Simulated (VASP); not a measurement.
Input of a VASP 6.6.1 run:

The input INCAR:

```
ALGO     = Fast           # electronic algorithm
EDIFF    = 1E-6           # SCF threshold, eV
ENCUT    = 520            # plane-wave cutoff, eV
GGA      = PS             # functional
ISIF     = 2              # what is computed and relaxed
ISMEAR   = 0              # smearing method
LASPH    = True           # aspherical terms in the spheres
LCHARG   = True           # write CHGCAR
LELF     = True           # ELF
LREAL    = False          # projectors in reciprocal space
LVHAR    = True         
LWAVE    = False          # write WAVECAR
NBANDS   = 21             # bands
NELM     = 100            # most SCF steps
PREC     = Accurate       # precision mode
SIGMA    = 0.15           # smearing width, eV
```

KPOINTS

```
k-points
0
Gamma
  12 12 12
```

File POSCAR:

```
Sn
1.0
    0.0000000000      3.3754240000      3.2456000000
    3.1157760000      0.0000000000      3.2456000000
    3.1157760000      3.3754240000      0.0000000000
Sn
2
Direct
    0.5000000000      0.5000000000      0.5000000000
    0.7500000000      0.7500000000      0.7500000000
```

Potentials or basis: VASP PAW PBE potentials, release 64 (Sn_d).

Launch:

```sh
$ cat potpaw_PBE.64/Sn_d/POTCAR > POTCAR
$ mpirun -np 1 vasp_std > vasp.out
```

Predict the pressure.

1.0 GPa.

What does it give for the band gap on the k mesh?

Zero (bands 14 and 15 overlap by 0.22 eV).

Stress tensor (GPa, compression positive):
```
 2.09  0.00  0.00
 0.00 -0.30  0.00
 0.00  0.00  1.12
```

Caveat: the cell differs from its parent crystal (strain -0.0400 x Voigt [1, -1, 0, 0, 0, 0]); the PAW data sets were made with another functional, which shifts forces and pressure a little; spin-orbit coupling is left out, which moves the levels of the heavy elements.
